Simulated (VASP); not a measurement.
# Al (Fm-3m) in VASP: further runs, part 2 of 2

VASP 6.6.1.

**3. Single point, PBE**

INCAR

```
ALGO     = Normal         # electronic algorithm
EDIFF    = 1E-6           # SCF threshold, eV
ENCUT    = 520            # plane-wave cutoff, eV
GGA      = PE             # functional
ISIF     = 2              # what is computed and relaxed
ISMEAR   = 1              # smearing method
LASPH    = True           # aspherical terms in the spheres
LCHARG   = True           # write CHGCAR
LELF     = True           # ELF
LREAL    = False          # projectors in reciprocal space
LVHAR    = True         
LWAVE    = False          # write WAVECAR
NBANDS   = 8              # bands
NELM     = 100            # most SCF steps
PREC     = Accurate       # precision mode
SIGMA    = 0.1            # smearing width, eV
```

KPOINTS

```
k-points
0
Gamma
  5 5 5
```

POSCAR

```
Al
1.0
    0.0000000000      2.0248100000      2.0248100000
    2.0248100000      0.0000000000      2.0248100000
    2.0248100000      2.0248100000      0.0000000000
Al
1
Direct
    0.0000000000      0.0000000000      0.0000000000
```

Potentials or basis: VASP PAW PBE potentials, release 64 (Al).

Launch:

```bash
> cat potpaw_PBE.64/Al/POTCAR > POTCAR
> mpirun -np 1 vasp_std > vasp.out
```

It took 2.2 s on 1 thread of AMD EPYC 7R13 (Zen 3), shared host; peak memory 0.09 GiB.

The run converged. Its results:

```yaml
Free_energy: -3.6856 eV
Pressure: 1.4 GPa
Band_gap_on_the_k_mesh: zero (an odd number of electrons rules out a gap without spin polarisation)
```

Levels at points of the mesh, in eV from the Fermi level:
```
           k point  band 1  band 2  band 3  band 4  band 5
(0.00, 0.00, 0.00)  -11.47   12.21   12.21   12.21   13.65
```

Caveat: the k points lie up to 0.54 Å⁻¹ apart, too coarse for converged energies and pressures of a metal.

**4. Single point, PBE**

INCAR

```
PREC     = Accurate       # precision mode
ENCUT    = 520            # plane-wave cutoff, eV
EDIFF    = 1E-7           # SCF threshold, eV
ISMEAR   = 1              # smearing method
SIGMA    = 0.1            # smearing width, eV
LREAL    = False          # projectors in reciprocal space
LASPH    = True           # aspherical terms in the spheres
NELM     = 80             # most SCF steps
ALGO     = Normal         # electronic algorithm
ISIF     = 2              # what is computed and relaxed
LWAVE    = False          # write WAVECAR
LCHARG   = False          # write CHGCAR
GGA      = PE             # functional
NBANDS   = 8              # bands
```

KPOINTS

```
regular mesh
0
Gamma
  7 7 7
```

POSCAR is that of step 3.

Potentials or basis: VASP PAW PBE potentials, release 64 (Al).

Launch:

```bash
> cat potpaw_PBE.64/Al/POTCAR > POTCAR
> mpirun -np 1 vasp_std > vasp.out
```

OUTCAR:

```text
PREC = Accurate
   ENCUT = 520
   EDIFF = 1E-7
   ISMEAR = 1
   LREAL = False
   LASPH = True
   NELM = 80
   ISIF = 2
   GGA = PE

 ion  position               nearest neighbor table
   1  0.000  0.000  0.000-

  LATTYP: Found a face centered cubic cell.
 ALAT       =     4.0496200000

  Lattice vectors:

 A1 = (   0.0000000000,   2.0248100000,   2.0248100000)
 A2 = (   2.0248100000,   0.0000000000,   2.0248100000)
 A3 = (   2.0248100000,   2.0248100000,   0.0000000000)

Analysis of symmetry for initial positions (statically):
=====================================================================
 Subroutine PRICEL returns:
 Original cell was already a primitive cell.

 Routine SETGRP: Setting up the symmetry group for a
 face centered cubic supercell.

 Subroutine GETGRP returns: Found 48 space group operations
 (whereof 48 operations were pure point group operations)
 out of a pool of 48 trial point group operations.

The static configuration has the point symmetry O_h .

Analysis of symmetry for dynamics (positions and initial velocities):
=====================================================================
 Subroutine PRICEL returns:
 Original cell was already a primitive cell.

 Routine SETGRP: Setting up the symmetry group for a
 face centered cubic supercell.

 Subroutine GETGRP returns: Found 48 space group operations
 (whereof 48 operations were pure point group operations)
 out of a pool of 48 trial point group operations.

The dynamic configuration has the point symmetry O_h .

 Subroutine INISYM returns: Found 48 space group operations
 (whereof 48 operations are pure point group operations),
 and found     1 'primitive' translations

----------------------------------------------------------------------------------------
[... 104 lines left out ...]
   IMIX   =      4    mixing-type and parameters
     AMIX     =   0.40;   BMIX     =  1.00
     AMIX_MAG =   1.60;   BMIX_MAG =  1.00
  volume/ion in A,a.u.               =      16.60       112.04
  Fermi-wavevector in a.u.,A,eV,Ry     =   0.925524  1.748987 11.654676  0.856594
  Thomas-Fermi vector in A             =   2.051388
   LORBIT       =      0    0 simple, 1 ext, 2 COOP (PROOUT), +10 PAW based schemes
   GGA     = PE    functional components
   LHFCALC =     F    Hartree Fock is set to
   AEXX    =    0.0000 exact exchange contribution
   IVDW    =     0    specifies the selected vdW correction
   LEPSILON=     F    determine dielectric tensor
   LRPA    =     F    only Hartree local field effects (RPA)
 non-spin polarized calculation
 Methfessel and Paxton  Order N= 1 SIGMA  =   0.10
  energy-cutoff  :      520.00
  volume of cell :       16.60
 maximum number of plane-waves:       459
 NGX is ok and might be reduce to    24
   NGX = 11   NGY = 11   NGZ = 11

 number of electron       3.0000000 magnetization

 Free energy of the ion-electron system (eV)
  ---------------------------------------------------
  ext. energy  EPLUGINS =         0.00000000
  ---------------------------------------------------
  free energy    TOTEN  =        -3.79061851 eV

  energy without entropy =       -3.78965161  energy(sigma->0) =       -3.79029621

 E-fermi :   8.0795     XC(G=0): -10.1731

 val. band max:        8.0733893162   @ k =  -0.2857   0.2857   0.0000
 cond. band min:       8.1504291668   @ k =  -0.2857   0.4286   0.1429
 fundamental gap:      0.0770398506
 Fermi energy:         8.0794722970

 k-point     1 :       0.0000    0.0000    0.0000
  band No.  band energies     occupation
      1      -3.1548      2.00000
      2      20.5219      0.00000
      3      20.5219      0.00000
      4      20.5219      0.00000
      5      21.9665      0.00000
      6      21.9665      0.00000
      7      21.9665      0.00000
      8      24.3602      0.00000
[... 199 lines left out ...]
 k-point    20 :      -0.2857    0.4286    0.1429
  band No.  band energies     occupation
      1       6.0692      2.00000
      2       6.7183      2.00000
      3       8.1504      0.07366
      4      11.2038      0.00000
      5      20.5796      0.00000
      6      24.9886      0.00000
      7      25.6299      0.00000
      8      27.2399      0.00000

------------------------ aborting loop because EDIFF is reached ----------------------------------------

  FORCE on cell =-STRESS in cart. coord.  units (eV):
  Direction    XX          YY          ZZ          XY          YZ          ZX
  --------------------------------------------------------------------------------------
  -------------------------------------------------------------------------------------
  Total       -0.1233884     -0.1233884     -0.1233884     -0.0000000      0.0000000     -0.0000000
  in kB      -11.9069907    -11.9069907    -11.9069907     -0.0000000      0.0000000     -0.0000000
  external PRESSURE =     -11.9069907 kB  Pullay stress =       0.0000000 kB

 VOLUME and BASIS-vectors are now :
 -----------------------------------------------------------------------------
  energy-cutoff  :      520.00
  volume of cell :       16.60
      direct lattice vectors                 reciprocal lattice vectors
     0.000000000  2.024810000  2.024810000    -0.246936750  0.246936750  0.246936750
     2.024810000  0.000000000  2.024810000     0.246936750 -0.246936750  0.246936750
     2.024810000  2.024810000  0.000000000     0.246936750  0.246936750 -0.246936750

 POSITION                                       TOTAL-FORCE (eV/Angst)
 -----------------------------------------------------------------------------------
      0.00000      0.00000      0.00000        -0.000000      0.000000     -0.000000
 -----------------------------------------------------------------------------------
    total drift:                                0.000000     -0.000000     -0.000000

  FREE ENERGIE OF THE ION-ELECTRON SYSTEM (eV)
  ---------------------------------------------------
  free  energy   TOTEN  =        -3.7906185095 eV

  energy  without entropy=       -3.7896516071  energy(sigma->0) =       -3.79029621
```

stdout:

```text
POSCAR found type information on POSCAR Al
 POSCAR found :  1 types and       1 ions
 scaLAPACK will be used
 LDA part: xc-table for (Slater+PW92), standard interpolation
 POSCAR, INCAR and KPOINTS ok, starting setup
 FFT: planning ... GRIDC
 FFT: planning ... GRID_SOFT
 FFT: planning ... GRID
 WAVECAR not read
 entering main loop
```

Run time: 2.9 s. Hardware: 1 thread of AMD EPYC 7R13 (Zen 3), shared host; peak memory 0.1 GiB.

What came out:

| Quantity | Value |
| --- | --- |
| Free energy | -3.7906 eV |
| Pressure | -1.2 GPa |
| Band gap on the k mesh | zero (an odd number of electrons rules out a gap without spin polarisation) |

Caveat: the k points lie up to 0.38 Å⁻¹ apart, too coarse for converged energies and pressures of a metal.

**5. Single point, PBE**

INCAR

```
SYSTEM = Al
PREC     = Accurate       ! precision mode
ENCUT    = 520            ! plane-wave cutoff, eV
EDIFF    = 1E-7           ! SCF threshold, eV
ISMEAR   = 1              ! smearing method
SIGMA    = 0.1            ! smearing width, eV
LREAL    = .False.        ! projectors in reciprocal space
LASPH    = .True.         ! aspherical terms in the spheres
NELM     = 100            ! most SCF steps
ALGO     = Normal         ! electronic algorithm
ISIF     = 2              ! what is computed and relaxed
LWAVE    = .False.        ! write WAVECAR
LCHARG   = .True.         ! write CHGCAR
GGA      = PE             ! functional
LELF     = .True.         ! ELF
LVHAR    = .True.       
NBANDS   = 8              ! bands
```

KPOINTS

```
regular mesh
0
Gamma
  9 9 9
  0 0 0
```

POSCAR is that of step 4.

Launch:

```bash
> cat potpaw_PBE.64/Al/POTCAR > POTCAR
> mpirun -np 1 vasp_std > vasp.out
```

It took 4.6 s on 1 thread of AMD EPYC 7R13 (Zen 3), shared host; peak memory 0.1 GiB.

It converged, with:

```
Free energy            : -3.7156 eV
Pressure               : -0.2 GPa
Band gap on the k mesh : zero (an odd number of electrons rules out a gap without spin polarisation)
```

Levels at points of the mesh, in eV from the Fermi level:
```csv
k point,band 1,band 2,band 3,band 4,band 5,band 6
"(0.00, 0.00, 0.00)",-11.07,12.60,12.60,12.60,14.05,14.05
```

**6. Summary**

```csv
k mesh,gap on the mesh (eV),pressure (GPa)
3 × 3 × 3,none,-1.3
5 × 5 × 5,none,1.4
7 × 7 × 7,none,-1.2
9 × 9 × 9,none,-0.2
```

Alike in all rows: task single point; level PBE; potentials or basis VASP PAW PBE potentials, release 64 (Al); no spin polarisation; cell as given; cutoff (eV) 520; smearing methfessel-paxton 0.1 eV.

Caveats: some runs use coarse meshes.

Absolute energies hang on the potentials; compare differences alone.
